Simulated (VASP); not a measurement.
A run of VASP 6.6.1 is set up as follows.

Contents of INCAR:

```
SYSTEM = BeCdS4
ALGO = Normal
EDIFF = 1E-6
ENCUT = 630
GGA = PE
GGA_COMPAT = .FALSE.
ISIF = 2
ISMEAR = 0
LASPH = .TRUE.
LCHARG = .FALSE.
LREAL = .FALSE.
LWAVE = .FALSE.
NBANDS = 32
NELM = 120
PREC = Accurate
SIGMA = 0.2
```

KPOINTS

```
k-points
0
G
  4 4 4
  0 0 0
```

The input POSCAR:

```
BeCdS4
1.0
   -2.1344120744      3.3717322828      4.1421489593
    2.1344120744     -3.3717322828      4.1421489593
    2.1344120744      3.3717322828     -4.1421489593
Be Cd S
1 1 4
Direct
    0.0000000000      0.0000000000      0.0000000000
    0.5000000000      0.0000000000      0.5000000000
    0.6875485124      0.5567222934      0.4469714782
    0.1097508152      0.2405770342      0.5530285218
    0.8902491848      0.4432777066      0.1308262191
    0.3124514876      0.7594229658      0.8691737809
```

Potentials or basis: VASP PAW PBE potentials, release 64 (Be, Cd_sv_GW, S).

The run is started by

```sh
$ cat potpaw_PBE.64/Be/POTCAR potpaw_PBE.64/Cd_sv_GW/POTCAR potpaw_PBE.64/S/POTCAR > POTCAR
$ mpirun -np 1 vasp_std > vasp.out
```

(1) Estimate the band gap on the k mesh.

(2) Predict the pressure.

Results:

(1) 1.25 eV (least direct gap 2.13 eV).

(2) -0.1 GPa.
